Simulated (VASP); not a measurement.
# TiO2 (P4_2/mnm) in VASP: notebook

The runs below take TiO2 through relaxation of shape and atoms at fixed volume, with RPBE+D4, PBE.

Everything below comes from runs of VASP 6.6.1. Logs are shortened: lines on timing, memory, paths and dates and some standing lists are left out, and cuts for length are marked.

## (1) The cell of the first run

The structure is tetragonal, space group P4_2/mnm (No. 136). Conventional cell: a = 4.589 Å, b = 4.589 Å, c = 2.953 Å, α = 90.00°, β = 90.00°, γ = 90.00°. Within 2.6 Å of Ti (site symmetry mmm) lie 6 O at 1.95 to 1.98 Å. O (site symmetry m2m) has 3 Ti at 1.95 to 1.98 Å and 1 O at 2.54 Å within 2.6 Å.

## (2) Relaxation of shape and atoms at fixed volume, RPBE+D4 (10.37 Å³/atom)

Input file INCAR:

```
SYSTEM = TiO2
PREC = Accurate ; ENCUT = 600
EDIFF = 1E-7 ; ISMEAR = 0
SIGMA = 0.05 ; LREAL = .False.
LASPH = .True. ; NELM = 120
ALGO = Normal ; ISIF = 4
LWAVE = .False. ; LCHARG = .False.
GGA = RP ; IVDW = 13
IBRION = 2 ; NSW = 60
EDIFFG = -0.01 ; GGA_COMPAT = .False.
NELMIN = 4
```

Input file KPOINTS:

```
Automatic mesh
0
Gamma
  6 6 8
  0 0 0
```

Input file POSCAR:

```
TiO2
1.0
    4.5894210882      0.0000000000      0.0000000000
    0.0000000000      4.5894210882      0.0000000000
    0.0000000000      0.0000000000      2.9530473044
Ti O
2 4
Direct
    0.0000000000      0.0000000000      0.0000000000
    0.5000000000      0.5000000000      0.5000000000
    0.3043102063      0.3043102063      0.0000000000
    0.8043102063      0.1956897937      0.5000000000
    0.1956897937      0.8043102063      0.5000000000
    0.6956897937      0.6956897937      0.0000000000
```

Potentials or basis: VASP PAW PBE potentials, release 64 (Ti_sv, O).

Started as:

```sh
> cat potpaw_PBE.64/Ti_sv/POTCAR potpaw_PBE.64/O/POTCAR > POTCAR
> mpirun -np 1 vasp_std > vasp.out
```

OUTCAR:

```text
SYSTEM = TiO2
   PREC = Accurate
   ENCUT = 600
   EDIFF = 1E-7
   ISMEAR = 0
   LREAL = .False.
   LASPH = .True.
   NELM = 120
   ISIF = 4
   GGA = RP
   IVDW = 13
   IBRION = 2
   NSW = 60
   EDIFFG = -0.01
   NELMIN = 4

 ion  position               nearest neighbor table
   1  0.000  0.000  0.000-   4 1.95   5 1.95   4 1.95   5 1.95   3 1.98   6 1.98
   2  0.500  0.500  0.500-   3 1.95   6 1.95   3 1.95   6 1.95   5 1.98   4 1.98
   3  0.304  0.304  0.000-   2 1.95   2 1.95   1 1.98
   4  0.804  0.196  0.500-   1 1.95   1 1.95   2 1.98
   5  0.196  0.804  0.500-   1 1.95   1 1.95   2 1.98
   6  0.696  0.696  0.000-   2 1.95   2 1.95   1 1.98

  LATTYP: Found a simple tetragonal cell.
 ALAT       =     4.5894210882
 C/A-ratio  =     0.6434465802

  Lattice vectors:

 A1 = (   4.5894210882,   0.0000000000,   0.0000000000)
 A2 = (   0.0000000000,   4.5894210882,   0.0000000000)
 A3 = (   0.0000000000,   0.0000000000,   2.9530473044)

Analysis of symmetry for initial positions (statically):
=====================================================================
 Subroutine PRICEL returns:
 Original cell was already a primitive cell.

 Routine SETGRP: Setting up the symmetry group for a
 simple tetragonal supercell.

 Subroutine GETGRP returns: Found 16 space group operations
 (whereof  8 operations were pure point group operations)
 out of a pool of 16 trial point group operations.

The static configuration has the point symmetry D_2h.
 The point group associated with its full space group is D_4h.

Analysis of symmetry for dynamics (positions and initial velocities):
=====================================================================
 Subroutine PRICEL returns:
 Original cell was already a primitive cell.

 Routine SETGRP: Setting up the symmetry group for a
 simple tetragonal supercell.

 Subroutine GETGRP returns: Found 16 space group operations
 (whereof  8 operations were pure point group operations)
 out of a pool of 16 trial point group operations.

The dynamic configuration has the point symmetry D_2h.
 The point group associated with its full space group is D_4h.

 Subroutine INISYM returns: Found 16 space group operations
 (whereof  8 operations are pure point group operations),
 and found     1 'primitive' translations

----------------------------------------------------------------------------------------

                                     Primitive cell

  volume of cell :      62.1994

  direct lattice vectors                    reciprocal lattice vectors
     4.589421088  0.000000000  0.000000000     0.217892405  0.000000000  0.000000000
     0.000000000  4.589421088  0.000000000     0.000000000  0.217892405  0.000000000
     0.000000000  0.000000000  2.953047304     0.000000000  0.000000000  0.338633248

  length of vectors
     4.589421088  4.589421088  2.953047304     0.217892405  0.217892405  0.338633248

  position of ions in fractional coordinates (direct lattice)
     0.000000000  0.000000000  0.000000000
     0.500000000  0.500000000  0.500000000
     0.304310206  0.304310206  0.000000000
     0.804310206  0.195689794  0.500000000
     0.195689794  0.804310206  0.500000000
     0.695689794  0.695689794  0.000000000

  ion indices of the primitive-cell ions
   primitive index   ion index
                 1           1
                 2           2
                 3           3
                 4           4
                 5           5
                 6           6

----------------------------------------------------------------------------------------

 KPOINTS: Automatic mesh

Automatic generation of k-mesh.
 Grid dimensions read from file:
 generate k-points for:    6    6    8

 Generating k-lattice:

  Cartesian coordinates                     Fractional coordinates (reciprocal lattice)
     0.036315401  0.000000000  0.000000000     0.166666667  0.000000000  0.000000000
     0.000000000  0.036315401  0.000000000     0.000000000  0.166666667  0.000000000
     0.000000000  0.000000000  0.042329156     0.000000000  0.000000000  0.125000000

  Length of vectors
     0.036315401  0.036315401  0.042329156

  Shift w.r.t. Gamma in fractional coordinates (k-lattice)
     0.000000000  0.000000000  0.000000000

 Subroutine IBZKPT returns following result:
 ===========================================

 Found     50 irreducible k-points:

 Following reciprocal coordinates:
            Coordinates               Weight
  0.000000  0.000000  0.000000      1.000000
  0.166667  0.000000  0.000000      4.000000
  0.333333  0.000000  0.000000      4.000000
  0.500000  0.000000  0.000000      2.000000
  0.166667  0.166667  0.000000      4.000000
  0.333333  0.166667  0.000000      8.000000
[... 16 lines left out ...]
  0.333333  0.000000  0.250000      8.000000
  0.500000  0.000000  0.250000      4.000000
 [... further k-points ...]
   k-points           NKPTS =     50   k-points in BZ     NKDIM =     50   number of bands    NBANDS=     28
   number of dos      NEDOS =    301   number of ions     NIONS =      6
   total plane-waves  NPLWV =  38400
   dimension x,y,z NGX =    40 NGY =   40 NGZ =   24
   dimension x,y,z NGXF=    80 NGYF=   80 NGZF=   48
   ions per type =               2   4
   NGX,Y,Z   is equivalent  to a cutoff of  14.49, 14.49, 13.51 a.u.
   NGXF,Y,Z  is equivalent  to a cutoff of  28.98, 28.98, 27.02 a.u.
 SYSTEM =  TiO2
   PREC   = accura    normal or accurate (medium, high low for compatibility)
   ISTART =      0    job   : 0-new  1-cont  2-samecut
   ICHARG =      2    charge: 1-file 2-atom 10-const
   ISPIN  =      1    spin polarized calculation?
   LNONCOLLINEAR =      F non collinear calculations
   LSORBIT =      F    spin-orbit coupling
   LASPH  =      T    aspherical Exc in radial PAW
   ENCUT  =  600.0 eV  44.10 Ry    6.64 a.u.   9.17  9.17  5.90*2*pi/ulx,y,z
   NELM   =    120;   NELMIN=  4; NELMDL= -5     # of ELM steps
   EDIFF  = 0.1E-06   stopping-criterion for ELM
   LREAL  =      F    real-space projection
   EDIFFG = -.1E-01   stopping-criterion for IOM
   NSW    =     60    number of steps for IOM
   IBRION =      2    ionic relax: 0-MD 1-quasi-New 2-CG
   NFREE  =      1    steps in history (QN), initial steepest desc. (CG)
   ISIF   =      4    stress and relaxation
   ISYM   =      2    0-nonsym 1-usesym 2-fastsym
   POTIM  = 0.5000    time-step for ionic-motion
   TEBEG  =    0.0;   TEEND  =   0.0 temperature during run
   PSTRESS=    0.0 pullay stress
   NELECT =      48.0000    total number of electrons
   NUPDOWN=      -1.0000    fix difference up-down
   EMIN   =  10.00;   EMAX   =-10.00  energy-range for DOS
   EFERMI =   0.00;   METHOD = LEGACY
   ISMEAR =     0;   SIGMA  =   0.05  broadening in eV -4-tet -1-fermi 0-gaus
   EFERMI_NEDOS =   21; number of points for ismear=-14 and -15
   IALGO  =     38    algorithm
   IMIX   =      4    mixing-type and parameters
     AMIX     =   0.40;   BMIX     =  1.00
     AMIX_MAG =   1.60;   BMIX_MAG =  1.00
  volume/ion in A,a.u.               =      10.37        69.96
  Fermi-wavevector in a.u.,A,eV,Ry     =   1.501619  2.837649 30.679239  2.254860
  Thomas-Fermi vector in A             =   2.612966
   LORBIT       =      0    0 simple, 1 ext, 2 COOP (PROOUT), +10 PAW based schemes
   GGA     = RP    functional components
   LHFCALC =     F    Hartree Fock is set to
   AEXX    =    0.0000 exact exchange contribution
   IVDW    =    13    specifies the selected vdW correction
   LEPSILON=     F    determine dielectric tensor
   LRPA    =     F    only Hartree local field effects (RPA)
 conjugate gradient relaxation of ions
 non-spin polarized calculation
 Gauss-broadening in eV      SIGMA  =   0.05
  energy-cutoff  :      600.00
  volume of cell :       62.20
 maximum number of plane-waves:      2100
 NGX is ok and might be reduce to    40
   NGX = 19   NGY = 19   NGZ = 11

--------------------------------------- Ionic step        1  -------------------------------------------

 number of electron      47.9999989 magnetization

 Free energy of the ion-electron system (eV)
  ---------------------------------------------------
  ext. energy  EPLUGINS =         0.00000000
  ---------------------------------------------------
  free energy    TOTEN  =       -51.10272325 eV

  energy without entropy =      -51.10272325  energy(sigma->0) =      -51.10272325

------------------------ aborting loop because EDIFF is reached ----------------------------------------

  DFT-D4 for vdW energy calculation

  Edisp (eV):   -2.72283

  FORCE on cell =-STRESS in cart. coord.  units (eV):
  Direction    XX          YY          ZZ          XY          YZ          ZX
  --------------------------------------------------------------------------------------
  -------------------------------------------------------------------------------------
  Total       0.38435     0.38435     0.60532     0.00000     0.00000     0.00000
  in kB       9.90046     9.90046    15.59228     0.00000     0.00000     0.00000
  external pressure =       11.80 kB  Pullay stress =        0.00 kB

 VOLUME and BASIS-vectors are now :
 -----------------------------------------------------------------------------
  energy-cutoff  :      600.00
  volume of cell :       62.20
      direct lattice vectors                 reciprocal lattice vectors
     4.589421088  0.000000000  0.000000000     0.217892405  0.000000000  0.000000000
     0.000000000  4.589421088  0.000000000     0.000000000  0.217892405  0.000000000
     0.000000000  0.000000000  2.953047304     0.000000000  0.000000000  0.338633248

 POSITION                                       TOTAL-FORCE (eV/Angst)
 -----------------------------------------------------------------------------------
      0.00000      0.00000      0.00000         0.000000      0.000000     -0.000000
      2.29471      2.29471      1.47652         0.000000      0.000000     -0.000000
      1.39661      1.39661      0.00000        -0.035397     -0.035397      0.000000
      3.69132      0.89810      1.47652        -0.035397      0.035397     -0.000000
      0.89810      3.69132      1.47652         0.035397     -0.035397     -0.000000
      3.19281      3.19281      0.00000         0.035397      0.035397     -0.000000
 -----------------------------------------------------------------------------------
    total drift:                               -0.000000      0.000000      0.000000

  FREE ENERGIE OF THE ION-ELECTRON SYSTEM (eV)
  ---------------------------------------------------
  free  energy   TOTEN  =       -53.8255574280 eV

  energy  without entropy=      -53.8255574280  energy(sigma->0) =      -53.82555743

--------------------------------------- Ionic step        2  -------------------------------------------

 number of electron      47.9999989 magnetization

 Free energy of the ion-electron system (eV)
  ---------------------------------------------------
  ext. energy  EPLUGINS =         0.00000000
  ---------------------------------------------------
  free energy    TOTEN  =       -51.10326383 eV

  energy without entropy =      -51.10326383  energy(sigma->0) =      -51.10326383

 E-fermi :   5.4107     XC(G=0): -11.1706

 val. band max:        5.0530126915   @ k =   0.0000   0.0000   0.0000
 cond. band min:       6.9279927194   @ k =   0.0000   0.0000   0.0000
 fundamental gap:      1.8749800278
 Fermi energy:         5.4107374197

 k-point     1 :       0.0000    0.0000    0.0000
  band No.  band energies     occupation
      1     -52.0298      2.00000
      2     -52.0126      2.00000
      3     -28.2684      2.00000
      4     -28.2684      2.00000
      5     -28.1017      2.00000
      6     -28.1017      2.00000
[... 20 lines left out ...]
     27       7.4535      0.00000
[... 691 lines left out ...]
      6     -28.1593      2.00000
[... 20 lines left out ...]
     27       8.2479      0.00000
     28       8.2479      0.00000

 [... further k-points ...]

------------------------ aborting loop because EDIFF is reached ----------------------------------------

  DFT-D4 for vdW energy calculation

  Edisp (eV):   -2.72266

  FORCE on cell =-STRESS in cart. coord.  units (eV):
  Direction    XX          YY          ZZ          XY          YZ          ZX
  --------------------------------------------------------------------------------------
  -------------------------------------------------------------------------------------
  Total       0.38015     0.38015     0.40111     0.00000     0.00000     0.00000
  in kB       9.79218     9.79218    10.33211     0.00000     0.00000     0.00000
  external pressure =        9.97 kB  Pullay stress =        0.00 kB

 VOLUME and BASIS-vectors are now :
 -----------------------------------------------------------------------------
  energy-cutoff  :      600.00
  volume of cell :       62.20
      direct lattice vectors                 reciprocal lattice vectors
     4.586704732  0.000000000  0.000000000     0.218021446  0.000000000  0.000000000
     0.000000000  4.586704732  0.000000000     0.000000000  0.218021446  0.000000000
     0.000000000  0.000000000  2.956546070     0.000000000  0.000000000  0.338232511

 POSITION                                       TOTAL-FORCE (eV/Angst)
 -----------------------------------------------------------------------------------
      0.00000      0.00000      2.95655         0.000000      0.000000     -0.000000
      2.29335      2.29335      1.47827         0.000000      0.000000     -0.000000
      1.39407      1.39407      0.00000         0.001128      0.001128     -0.000000
      3.68743      0.89928      1.47827         0.001128     -0.001128     -0.000000
      0.89928      3.68743      1.47827        -0.001128      0.001128     -0.000000
      3.19263      3.19263      2.95655        -0.001128     -0.001128      0.000000
 -----------------------------------------------------------------------------------
    total drift:                                0.000000     -0.000000     -0.000000

  FREE ENERGIE OF THE ION-ELECTRON SYSTEM (eV)
  ---------------------------------------------------
  free  energy   TOTEN  =       -53.8259220026 eV

  energy  without entropy=      -53.8259220026  energy(sigma->0) =      -53.82592200

 reached required accuracy - stopping structural energy minimisation
```

Run time: 3.7 min. Hardware: 1 thread of Oxide Virtual Turin-like, shared host; peak memory 0.21 GiB.

What came out:

```
Free energy                : -53.8259 eV
Energy gained by relaxing  : 0.1 meV/atom
Ionic steps                : 2
Pressure after relaxing    : 1.0 GPa
Band gap on the k mesh     : 1.88 eV
Dispersion energy per atom : -0.454 eV
```

The path:
| step | energy change (eV) | largest force (eV/Å) | pressure (GPa) | volume (Å³) |
| --- | --- | --- | --- | --- |
| 1 | 0.0000 | 0.0501 | 1.18 | 62.20 |
| 2 | -0.0004 | 0.0016 | 1.00 | 62.20 |

Final structure:
```xyz
6
Lattice="4.5867 0.0000 0.0000 0.0000 4.5867 0.0000 0.0000 0.0000 2.9565" Properties=species:S:1:pos:R:3 pbc="T T T"
Ti    0.0000    0.0000    2.9565
Ti    2.2934    2.2934    1.4783
O     1.3941    1.3941    0.0000
O     3.6874    0.8993    1.4783
O     0.8993    3.6874    1.4783
O     3.1926    3.1926    2.9565
```

Caveat: the PAW data sets were made with another functional, which shifts forces and pressure a little.

## (3) Relaxation of shape and atoms at fixed volume, PBE

This run uses another cell than the first one, of 10.41 Å³/atom.

Input file INCAR:

```
ALGO = Normal
EDIFF = 1E-7
EDIFFG = -0.015
ENCUT = 600
GGA = PE
GGA_COMPAT = F
IBRION = 2
ISIF = 4
ISMEAR = 0
LASPH = T
LCHARG = F
LREAL = F
LWAVE = F
NELM = 120
NELMIN = 4
NSW = 60
PREC = Accurate
SIGMA = 0.05
```

Input file KPOINTS:

```
k-points
0
Gamma
  6 6 8
```

Input file POSCAR:

```
TiO2
1.0
    4.5942279011      0.0000000000      0.0000000000
    0.0000000000      4.5942279011      0.0000000000
    0.0000000000      0.0000000000      2.9587059785
Ti O
2 4
Direct
    0.0000000000      0.0000000000      0.0000000000
    0.5000000000      0.5000000000      0.5000000000
    0.3049600000      0.3049600000      0.0000000000
    0.8049600000      0.1950400000      0.5000000000
    0.1950400000      0.8049600000      0.5000000000
    0.6950400000      0.6950400000      0.0000000000
```

Potentials or basis: VASP PAW PBE potentials, release 64 (Ti_sv, O).

Started as:

```sh
> cat potpaw_PBE.64/Ti_sv/POTCAR potpaw_PBE.64/O/POTCAR > POTCAR
> mpirun -np 1 vasp_std > vasp.out
```

It took 3.8 min on 1 thread of Oxide Virtual Turin-like, shared host; peak memory 0.21 GiB.

Results (log left out):

```yaml
Free_energy: -53.6555 eV
Energy_gained_by_relaxing: 0.3 meV/atom
Ionic_steps: 2
Pressure_after_relaxing: 5.3 GPa
Band_gap_on_the_k_mesh: 1.84 eV
```

Stress tensor (GPa, compression positive):
```
5.35 0.00 0.00
0.00 5.35 0.00
0.00 0.00 5.17
```

The path:
| step | energy change (eV) | largest force (eV/Å) | pressure (GPa) | volume (Å³) |
| --- | --- | --- | --- | --- |
| 1 | 0.0000 | 0.1173 | 5.51 | 62.45 |
| 2 | -0.0015 | 0.0019 | 5.29 | 62.45 |

Final structure:
```
Ti O
1.0
     4.59707    0.00000    0.00000
     0.00000    4.59707    0.00000
     0.00000    0.00000    2.95505
Ti O
2 4
Cartesian
  0.0000 0.0000 2.9550
  2.2985 2.2985 1.4775
  1.3979 1.3979 0.0000
  3.6965 0.9006 1.4775
  0.9006 3.6965 1.4775
  3.1992 3.1992 2.9550
```

Levels at points of the mesh, in eV from the valence-band top:
| k point | band 21 | band 22 | band 23 | band 24 | band 25 | band 26 | band 27 | band 28 |
| --- | --- | --- | --- | --- | --- | --- | --- | --- |
| (0.00, 0.00, 0.00) | -0.71 | -0.46 | -0.46 | 0.00 | 1.84 | 2.12 | 2.38 | 2.48 |
| (0.50, 0.00, 0.00) | -1.65 | -1.65 | -0.75 | -0.75 | 2.50 | 2.50 | 3.01 | 3.01 |
| (0.50, 0.50, 0.00) | -1.31 | -1.31 | -1.09 | -1.09 | 1.87 | 1.87 | 2.50 | 2.50 |
| (0.00, 0.00, 0.50) | -2.38 | -2.38 | -1.43 | -1.43 | 2.96 | 2.96 | 3.16 | 3.16 |
| (0.50, 0.00, 0.50) | -2.04 | -2.04 | -1.04 | -1.04 | 1.89 | 1.89 | 3.19 | 3.19 |
| (0.50, 0.50, 0.50) | -1.30 | -1.30 | -0.68 | -0.68 | 2.58 | 2.58 | 3.18 | 3.18 |

(Part 1 of 2 ends here.)
